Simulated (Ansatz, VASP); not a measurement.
# One calculation of CaHfO, two programs

```xyz
3
Lattice="3.5747 0.0000 0.0000 0.0000 3.5747 0.0000 0.0000 0.0000 4.2535" Properties=species:S:1:pos:R:3 pbc="T T T"
Ca    0.0000    0.0000    0.0000
Hf    1.7874    1.7874    2.1267
O     1.7874    1.7874    0.0000
```

Alike in both runs: task relaxation of cell and atoms; functional PBE; k mesh 14 × 14 × 12; occupations gaussian, width 0.1 eV; no spin polarisation.

|  | VASP | Ansatz |
| --- | --- | --- |
| version | VASP 6.6.1 | Ansatz 0.2.0 |
| potentials or method | VASP PAW PBE potentials, release 64 (Ca_sv, Hf_pv, O), cutoff 600 eV | scalar-relativistic, plane waves, PAW |
| valence electrons in the cell | 26 | 42 |

VASP gave:

* gap on the k mesh at the Fermi level, each at its own relaxed structure (eV): none
* relaxed volume (Å³/atom): 18.04
* relaxed length of the cell vector where the two differ most in proportion (Å): 4.234

Task: Estimate Ansatz's values.

Result: gap on the k mesh at the Fermi level, each at its own relaxed structure (eV): none; relaxed volume (Å³/atom): 18.05; relaxed length of the cell vector where the two differ most in proportion (Å): 4.256.

A gap of «none» marks a metal or a gap that the smearing closes. VASP's potentials hold 26 valence electrons a cell and Ansatz's 42, so a difference there can come from the potentials and not from the codes.

Neither program's run includes spin-orbit coupling.
